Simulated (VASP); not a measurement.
Runs of VASP 6.6.1 on Au. The structure is that of space group Fm-3m (No. 225), or close to it. The cells are those of the table. 

```tsv
task	level	potentials or basis	cell	cutoff (eV)	smearing	k mesh for the DOS	occupations for the DOS	gap on the mesh (eV)	pressure (GPa)
single point	PBE	VASP PAW PBE potentials, release 64 (Au)	a = 2.480 Å, angles 60.0°, 1 atom	520	fermi-dirac 0.1 eV	-	-	none	303.1
single point	PBE	VASP PAW PBE potentials, release 64 (Au)	a = 2.683 Å, angles 60.0°, 1 atom	520	fermi-dirac 0.1 eV	-	-	none	84.3
single point	PBE	VASP PAW PBE potentials, release 64 (Au)	a = 2.585 Å, angles 60.0°, 1 atom	520	fermi-dirac 0.1 eV	-	-	none	(a)
single point	PBE	VASP PAW PBE potentials, release 64 (Au)	a = 2.364 Å, angles 60.0°, 1 atom	520	fermi-dirac 0.1 eV	-	-	none	(c)
single point	PBE	VASP PAW PBE potentials, release 64 (Au)	a = 2.859 Å, angles 60.0°, 1 atom	520	fermi-dirac 0.1 eV	-	-	none	14.5
single point	LDA	VASP PAW LDA potentials, release 64 (Au)	a = 2.774 Å, angles 60.0°, 1 atom	520	methfessel-paxton 0.005 eV	-	-	none	24.3
single point	PBE	VASP PAW PBE potentials, release 64 (Au)	a = 2.774 Å, angles 60.0°, 1 atom	520	fermi-dirac 0.1 eV	-	-	none	40.1
single point	PBE	VASP PAW PBE potentials, release 64 (Au)	a = 2.940 Å, angles 60.0°, 1 atom	520	fermi-dirac 0.1 eV	-	-	none	(b)
relaxation of cell and atoms	PBE	VASP PAW PBE potentials, release 64 (Au)	relaxed from a = 2.939 Å, angles 60.0°, 1 atom	600	fermi-dirac 0.1 eV	-	-	none	0.0
```

Alike in all rows: no spin polarisation; k mesh 17 × 17 × 17.

Fill in the values left out.

(a) 162.2; (b) -0.2; (c) 568.4.

Caveats: spin-orbit coupling is left out, which moves the levels of the heavy elements.

A k mesh can miss the band edges, and the runs leave out spin-orbit coupling on Au.

A gap of «none» marks levels without a gap at the run's occupations.
